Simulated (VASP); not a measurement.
# Na (P6_3/mmc) in VASP: single point with PBE

Aim: the single point of Na with PBE.

Everything below comes from runs of VASP 6.6.1. Logs are shortened: lines on timing, memory, paths and dates and some standing lists are left out, and cuts for length are marked.

### Step 1. The cell of the first run

It takes space group P6_3/mmc (No. 194, hexagonal). The conventional cell has a = 3.767 Å, b = 3.767 Å, c = 6.154 Å, α = 90.00°, β = 90.00°, γ = 120.00°. Within 4.9 Å of Na (site symmetry -6m2) lie 12 Na at 3.77 Å.

This isn't the form of Na at room conditions, which is bcc.

### Step 2. Single point, PBE

INCAR

```
PREC     = Accurate       # precision mode
ENCUT    = 520            # plane-wave cutoff, eV
EDIFF    = 1E-7           # SCF threshold, eV
ISMEAR   = 0              # smearing method
SIGMA    = 0.05           # smearing width, eV
LREAL    = F              # projectors in reciprocal space
LASPH    = T              # aspherical terms in the spheres
NELM     = 60             # most SCF steps
ALGO     = Normal         # electronic algorithm
ISIF     = 2              # what is computed and relaxed
LWAVE    = F              # write WAVECAR
LCHARG   = F              # write CHGCAR
GGA      = PE             # functional
NBANDS   = 14             # bands
```

KPOINTS

```
regular mesh
0
Gamma
  12 12 8
```

POSCAR

```
Na
1.0
    3.7670000000      0.0000000000      0.0000000000
   -1.8835000000      3.2623177000      0.0000000000
    0.0000000000      0.0000000000      6.1540000000
Na
2
Direct
    0.3333333300      0.6666666700      0.2500000000
    0.6666666700      0.3333333300      0.7500000000
```

Potentials or basis: VASP PAW PBE potentials, release 64 (Na_pv).

Started as:

```sh
$ cat potpaw_PBE.64/Na_pv/POTCAR > POTCAR
$ mpirun -np 1 vasp_std > vasp.out
```

OUTCAR:

```text
PREC = Accurate
   ENCUT = 520
   EDIFF = 1E-7
   ISMEAR = 0
   LREAL = F
   LASPH = T
   NELM = 60
   ISIF = 2
   GGA = PE

 ion  position               nearest neighbor table
   1  0.333  0.667  0.250-
   2  0.667  0.333  0.750-

  LATTYP: Found a hexagonal cell.
 ALAT       =     3.7670000000
 C/A-ratio  =     1.6336607380

  Lattice vectors:

 A1 = (   3.7670000000,   0.0000000000,   0.0000000000)
 A2 = (  -1.8835000000,   3.2623177000,   0.0000000000)
 A3 = (   0.0000000000,   0.0000000000,   6.1540000000)

Analysis of symmetry for initial positions (statically):
=====================================================================
 Subroutine PRICEL returns:
 Original cell was already a primitive cell.

 Routine SETGRP: Setting up the symmetry group for a
 hexagonal supercell.

 Subroutine GETGRP returns: Found 24 space group operations
 (whereof 12 operations were pure point group operations)
 out of a pool of 24 trial point group operations.

The static configuration has the point symmetry D_3d.
 The point group associated with its full space group is D_6h.

Analysis of symmetry for dynamics (positions and initial velocities):
=====================================================================
 Subroutine PRICEL returns:
 Original cell was already a primitive cell.

 Routine SETGRP: Setting up the symmetry group for a
 hexagonal supercell.

 Subroutine GETGRP returns: Found 24 space group operations
 (whereof 12 operations were pure point group operations)
 out of a pool of 24 trial point group operations.

The dynamic configuration has the point symmetry D_3d.
 The point group associated with its full space group is D_6h.

 Subroutine INISYM returns: Found 24 space group operations
 (whereof 12 operations are pure point group operations),
 and found     1 'primitive' translations

----------------------------------------------------------------------------------------

                                     Primitive cell

  volume of cell :      75.6274

  direct lattice vectors                    reciprocal lattice vectors
     3.767000000  0.000000000  0.000000000     0.265463233  0.153265269  0.000000000
    -1.883500000  3.262317700  0.000000000     0.000000000  0.306530538  0.000000000
     0.000000000  0.000000000  6.154000000     0.000000000  0.000000000  0.162495938

  length of vectors
     3.767000000  3.767000003  6.154000000     0.306530538  0.306530538  0.162495938

  position of ions in fractional coordinates (direct lattice)
     0.333333330  0.666666670  0.250000000
     0.666666670  0.333333330  0.750000000

  ion indices of the primitive-cell ions
   primitive index   ion index
                 1           1
                 2           2

----------------------------------------------------------------------------------------

 KPOINTS: regular mesh

Automatic generation of k-mesh.
 Grid dimensions read from file:
 generate k-points for:   12   12    8

 Generating k-lattice:

  Cartesian coordinates                     Fractional coordinates (reciprocal lattice)
     0.022121936  0.012772106  0.000000000     0.083333333  0.000000000  0.000000000
     0.000000000  0.025544212  0.000000000     0.000000000  0.083333333  0.000000000
     0.000000000  0.000000000  0.020311992     0.000000000  0.000000000  0.125000000

  Length of vectors
     0.025544212  0.025544212  0.020311992

  Shift w.r.t. Gamma in fractional coordinates (k-lattice)
     0.000000000  0.000000000  0.000000000

 Subroutine IBZKPT returns following result:
 ===========================================

 Found     95 irreducible k-points:

 Following reciprocal coordinates:
            Coordinates               Weight
  0.000000  0.000000  0.000000      1.000000
  0.083333  0.000000  0.000000      6.000000
  0.166667 -0.000000  0.000000      6.000000
  0.250000  0.000000  0.000000      6.000000
  0.333333  0.000000  0.000000      6.000000
  0.416667  0.000000  0.000000      6.000000
[... 16 lines left out ...]
  0.250000  0.000000  0.125000     12.000000
  0.333333  0.000000  0.125000     12.000000
 [... further k-points ...]
   k-points           NKPTS =     95   k-points in BZ     NKDIM =     95   number of bands    NBANDS=     14
   number of dos      NEDOS =    301   number of ions     NIONS =      2
   total plane-waves  NPLWV =  37632
   dimension x,y,z NGX =    28 NGY =   28 NGZ =   48
   dimension x,y,z NGXF=    56 NGYF=   56 NGZF=   96
   ions per type =               2
   NGX,Y,Z   is equivalent  to a cutoff of  12.36, 12.36, 12.97 a.u.
   NGXF,Y,Z  is equivalent  to a cutoff of  24.71, 24.71, 25.93 a.u.
 SYSTEM =  unknown system
   PREC   = accura    normal or accurate (medium, high low for compatibility)
   ISTART =      0    job   : 0-new  1-cont  2-samecut
   ICHARG =      2    charge: 1-file 2-atom 10-const
   ISPIN  =      1    spin polarized calculation?
   LNONCOLLINEAR =      F non collinear calculations
   LSORBIT =      F    spin-orbit coupling
   LASPH  =      T    aspherical Exc in radial PAW
   ENCUT  =  520.0 eV  38.22 Ry    6.18 a.u.   7.00  7.00 11.44*2*pi/ulx,y,z
   NELM   =     60;   NELMIN=  2; NELMDL= -5     # of ELM steps
   EDIFF  = 0.1E-06   stopping-criterion for ELM
   LREAL  =      F    real-space projection
   EDIFFG = 0.1E-05   stopping-criterion for IOM
   NSW    =      0    number of steps for IOM
   IBRION =     -1    ionic relax: 0-MD 1-quasi-New 2-CG
   NFREE  =      0    steps in history (QN), initial steepest desc. (CG)
   ISIF   =      2    stress and relaxation
   ISYM   =      2    0-nonsym 1-usesym 2-fastsym
   POTIM  = 0.5000    time-step for ionic-motion
   TEBEG  =    0.0;   TEEND  =   0.0 temperature during run
   PSTRESS=    0.0 pullay stress
   NELECT =      14.0000    total number of electrons
   NUPDOWN=      -1.0000    fix difference up-down
   EMIN   =  10.00;   EMAX   =-10.00  energy-range for DOS
   EFERMI =   0.00;   METHOD = LEGACY
   ISMEAR =     0;   SIGMA  =   0.05  broadening in eV -4-tet -1-fermi 0-gaus
   EFERMI_NEDOS =   21; number of points for ismear=-14 and -15
   IALGO  =     38    algorithm
   IMIX   =      4    mixing-type and parameters
     AMIX     =   0.40;   BMIX     =  1.00
     AMIX_MAG =   1.60;   BMIX_MAG =  1.00
  volume/ion in A,a.u.               =      37.81       255.18
  Fermi-wavevector in a.u.,A,eV,Ry     =   0.933020  1.763153 11.844235  0.870527
  Thomas-Fermi vector in A             =   2.059678
   LORBIT       =      0    0 simple, 1 ext, 2 COOP (PROOUT), +10 PAW based schemes
   GGA     = PE    functional components
   LHFCALC =     F    Hartree Fock is set to
   AEXX    =    0.0000 exact exchange contribution
   IVDW    =     0    specifies the selected vdW correction
   LEPSILON=     F    determine dielectric tensor
   LRPA    =     F    only Hartree local field effects (RPA)
 non-spin polarized calculation
 Gauss-broadening in eV      SIGMA  =   0.05
  energy-cutoff  :      520.00
  volume of cell :       75.63
 maximum number of plane-waves:      2059
 NGX is ok and might be reduce to    28
   NGX = 13   NGY = 13   NGZ = 23

 number of electron      14.0000011 magnetization

 Free energy of the ion-electron system (eV)
  ---------------------------------------------------
  ext. energy  EPLUGINS =         0.00000000
  ---------------------------------------------------
  free energy    TOTEN  =        -2.62721946 eV

  energy without entropy =       -2.62675435  energy(sigma->0) =       -2.62698690

 E-fermi :   0.2672     XC(G=0):  -6.4501

 val. band max:        0.2522597347   @ k =   0.2500   0.2500   0.3750
 cond. band min:       0.3305321868   @ k =   0.4167   0.0833   0.2500
 fundamental gap:      0.0782724521
 Fermi energy:         0.2672089845

 k-point     1 :       0.0000    0.0000    0.0000
  band No.  band energies     occupation
      1     -24.6718      2.00000
      2     -24.6441      2.00000
      3     -24.6441      2.00000
      4     -24.6395      2.00000
      5     -24.6395      2.00000
      6     -24.6393      2.00000
      7      -2.9653      2.00000
      8       0.8238      0.00000
      9       1.2095      0.00000
     10      10.1451      0.00000
     11      10.1451      0.00000
     12      10.4851      0.00000
     13      10.4851      0.00000
     14      10.6383      0.00000

 k-point     2 :       0.0833    0.0000    0.0000
  band No.  band energies     occupation
      1     -24.6711      2.00000
      2     -24.6457      2.00000
      3     -24.6446      2.00000
      4     -24.6413      2.00000
      5     -24.6398      2.00000
      6     -24.6396      2.00000
      7      -2.8639      2.00000
      8       0.9140      0.00000
      9       1.3085      0.00000
     10       8.4853      0.00000
     11       9.3919      0.00000
     12       9.8165      0.00000
     13      11.3498      0.00000
     14      11.4135      0.00000

 k-point     3 :       0.1667   -0.0000    0.0000
  band No.  band energies     occupation
      1     -24.6690      2.00000
      2     -24.6502      2.00000
      3     -24.6460      2.00000
      4     -24.6458      2.00000
      5     -24.6406      2.00000
      6     -24.6404      2.00000
      7      -2.5608      2.00000
      8       1.1851      0.00000
      9       1.6015      0.00000
     10       6.6269      0.00000
     11       8.6488      0.00000
     12       8.8463      0.00000
     13       9.9823      0.00000
     14      10.9621      0.00000

 k-point     4 :       0.2500    0.0000    0.0000
  band No.  band energies     occupation
      1     -24.6659      2.00000
      2     -24.6564      2.00000
      3     -24.6520      2.00000
      4     -24.6479      2.00000
      5     -24.6419      2.00000
      6     -24.6418      2.00000
      7      -2.0595      2.00000
      8       1.6378      0.00000
      9       2.0701      0.00000
     10       4.9168      0.00000
     11       7.8805      0.00000
     12       8.0670      0.00000
     13       8.2415      0.00000
     14       9.8045      0.00000

 k-point     5 :       0.3333    0.0000    0.0000
  band No.  band energies     occupation
      1     -24.6627      2.00000
      2     -24.6623      2.00000
      3     -24.6581      2.00000
      4     -24.6497      2.00000
      5     -24.6438      2.00000
      6     -24.6429      2.00000
      7      -1.3655      2.00000
      8       2.2735      0.00000
      9       2.5653      0.00000
     10       3.5183      0.00000
     11       6.6754      0.00000
[... 276 lines left out ...]
 k-point    22 :       0.1667   -0.0000    0.1250
  band No.  band energies     occupation
      1     -24.6681      2.00000
      2     -24.6499      2.00000
      3     -24.6466      2.00000
      4     -24.6458      2.00000
      5     -24.6410      2.00000
      6     -24.6408      2.00000
      7      -2.4971      2.00000
      8       0.4664      0.00000
      9       2.4270      0.00000
     10       6.6825      0.00000
     11       8.7014      0.00000
     12       8.7542      0.00000
     13       9.6323      0.00000
     14      10.8092      0.00000

 k-point    23 :       0.2500    0.0000    0.1250
  band No.  band energies     occupation
      1     -24.6656      2.00000
      2     -24.6557      2.00000
      3     -24.6527      2.00000
      4     -24.6477      2.00000
      5     -24.6422      2.00000
      6     -24.6420      2.00000
      7      -1.9964      2.00000
      8       0.9371      0.00000
      9       2.8691      0.00000
     10       4.9825      0.00000
     11       7.4365      0.00000
     12       8.1198      0.00000
     13       8.4800      0.00000
     14      10.1150      0.00000

 k-point    24 :       0.3333    0.0000    0.1250
  band No.  band energies     occupation
      1     -24.6650      2.00000
      2     -24.6599      2.00000
      3     -24.6582      2.00000
      4     -24.6495      2.00000
      5     -24.6439      2.00000
      6     -24.6432      2.00000
      7      -1.3032      2.00000
      8       1.5803      0.00000
      9       3.1066      0.00000
     10       3.8329      0.00000
     11       6.0086      0.00000
     12       7.4784      0.00000
     13       7.7041      0.00000
     14       9.0990      0.00000

 [... further k-points ...]

------------------------ aborting loop because EDIFF is reached ----------------------------------------

  FORCE on cell =-STRESS in cart. coord.  units (eV):
  Direction    XX          YY          ZZ          XY          YZ          ZX
  --------------------------------------------------------------------------------------
  -------------------------------------------------------------------------------------
  Total       -0.0692385     -0.0692385     -0.0945811      0.0000000      0.0000000      0.0000000
  in kB       -1.4668262     -1.4668262     -2.0037124      0.0000000      0.0000000      0.0000000
  external PRESSURE =      -1.6457883 kB  Pullay stress =       0.0000000 kB

 VOLUME and BASIS-vectors are now :
 -----------------------------------------------------------------------------
  energy-cutoff  :      520.00
  volume of cell :       75.63
      direct lattice vectors                 reciprocal lattice vectors
     3.767000000  0.000000000  0.000000000     0.265463233  0.153265269  0.000000000
    -1.883500000  3.262317700  0.000000000     0.000000000  0.306530538  0.000000000
     0.000000000  0.000000000  6.154000000     0.000000000  0.000000000  0.162495938

 POSITION                                       TOTAL-FORCE (eV/Angst)
 -----------------------------------------------------------------------------------
     -0.00000      2.17488      1.53850        -0.000000      0.000000      0.000000
      1.88350      1.08744      4.61550         0.000000     -0.000000      0.000000
 -----------------------------------------------------------------------------------
    total drift:                               -0.000001      0.000001      0.000000

  FREE ENERGIE OF THE ION-ELECTRON SYSTEM (eV)
  ---------------------------------------------------
  free  energy   TOTEN  =        -2.6272194569 eV

  energy  without entropy=       -2.6267543481  energy(sigma->0) =       -2.62698690
```

Wall time 86 s (1 thread of Intel Xeon 8259CL, shared host); peak memory 0.22 GiB.

What came out:

```
Free energy            : -2.6272 eV
Pressure               : -0.2 GPa
Band gap on the k mesh : zero (bands 7 and 8 overlap by 4.28 eV)
```

The gap in the log of VASP goes by the Fermi energy; the results here count the filled bands.